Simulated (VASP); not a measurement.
# TiN: single point with r2SCAN

Crystal: TiN.

```
Ti N
1.0
     0.00000    2.11625    2.11625
     2.11625    0.00000    2.11625
     2.11625    2.11625    0.00000
Ti N
1 1
Direct
  0.00000 0.00000 0.00000
  0.50000 0.50000 0.50000
```

| Item | Value |
| --- | --- |
| Program | VASP 6.6.1 |
| Task | single point |
| Functional | r2SCAN |
| Potentials or basis | VASP PAW PBE potentials, release 64 (Ti_sv, N_h) |
| Cutoff | 1460 eV |
| k mesh | 18 × 18 × 18 |
| Occupations | gaussian, width 0.1 eV |
| Spin | no spin polarisation |
| Dipole correction | no |
| Further INCAR settings | ALGO = Normal; EDIFF = 1e-06; NBANDS = 16 |

* Pressure: 1.4 GPa
* Band gap on the k mesh: zero (an odd number of electrons rules out a gap without spin polarisation)

Levels at points of the mesh, in eV from the Fermi level:
```
           k point  band 5  band 6  band 7  band 8  band 9  band 10  band 11  band 12  band 13  band 14
(0.00, 0.00, 0.00)  -18.31   -2.40   -2.40   -2.40   -0.63    -0.63    -0.63     0.59     0.59     5.93
(0.50, 0.00, 0.00)  -15.85   -8.55   -5.95   -5.95    1.75     1.75     2.45     5.97     5.97     6.48
(0.50, 0.50, 0.00)  -16.95   -6.29   -3.63   -3.63   -3.12     1.68     2.46     2.46     3.73    11.26
```

Run time: 9.9 min on 1 thread of Intel(R) Xeon(R) Platinum 8559C (Emerald Rapids), on a shared host, peak memory 0.48 GiB.

Caveat: the PAW data sets were made with another functional, which shifts forces and pressure a little; an odd number of electrons without spin polarisation forces a metal; a magnetic or distorted state may lie lower.
